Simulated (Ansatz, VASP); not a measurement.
## Ti in VASP and in Ansatz

File INCAR:

```
PREC = Accurate
ENCUT = 500
EDIFF = 1E-7
ISMEAR = -1
SIGMA = 0.15
LREAL = False
LASPH = True
NELM = 120
ALGO = Normal
ISIF = 3
LWAVE = False
LCHARG = False
GGA = PE
IBRION = 2
NSW = 80
EDIFFG = -0.001
GGA_COMPAT = False
NELMIN = 4
```

File KPOINTS:

```
Automatic mesh
0
Gamma
  18 18 10
```

The input POSCAR:

```
Ti
1.0
    2.9385821062      0.0000000000      0.0000000000
   -1.4692910531      2.5448867551      0.0000000000
    0.0000000000      0.0000000000      4.6504271809
Ti
2
Direct
    0.3333333333      0.6666666667      0.2500000000
    0.6666666667      0.3333333333      0.7500000000
```

Input for Ansatz:

```yaml
crystal:
  lattice:
    - [2.9385821062, 0.0, 0.0]
    - [-1.4692910531, 2.5448867551, 0.0]
    - [0.0, 0.0, 4.6504271809]
  atoms:
    - { symbol: Ti, position: [0.3333333333, 0.6666666667, 0.25] }
    - { symbol: Ti, position: [0.6666666667, 0.3333333333, 0.75] }
basis:
  ecutwfc: 420
kpoints:
  mp_grid: { grid: [18, 18, 10] }
hamiltonian:
  xc: pbe
scf:
  occupations: { method: fermi_dirac, width: 0.15 }
output:
  forces: true
  stress: true
  eigenvalues: true
  write_density: true
  write_potential: true
  elf: true
  volumetric_format: npy
relax:
  adjacent_minimum: "off"
  f_tol: 0.001
  max_steps: 60
  cell: { stress_tol: 0.01 }
```

Alike in both runs: task relaxation of cell and atoms; functional PBE; k mesh 18 × 18 × 10; occupations fermi-dirac, width 0.15 eV; no spin polarisation.

|  | VASP | Ansatz |
| --- | --- | --- |
| version | VASP 6.6.1 | Ansatz 0.2.0 |
| potentials or method | VASP PAW PBE potentials, release 64 (Ti_sv), cutoff 500 eV | scalar-relativistic, plane waves, PAW |
| valence electrons in the cell | 24 | 24 |

VASP gave:

```
gap on the k mesh at the Fermi level, each at its own relaxed structure (eV) : none
relaxed volume (Å³/atom)                                                     : 17.41
relaxed cell length with the largest relative difference (Å)                 : 4.659
```

Task: Estimate Ansatz's values.

Result: gap on the k mesh at the Fermi level, each at its own relaxed structure (eV): none; relaxed volume (Å³/atom): 17.46; relaxed cell length with the largest relative difference (Å): 4.664.

A gap of «none» marks a metal or a gap that the smearing closes.
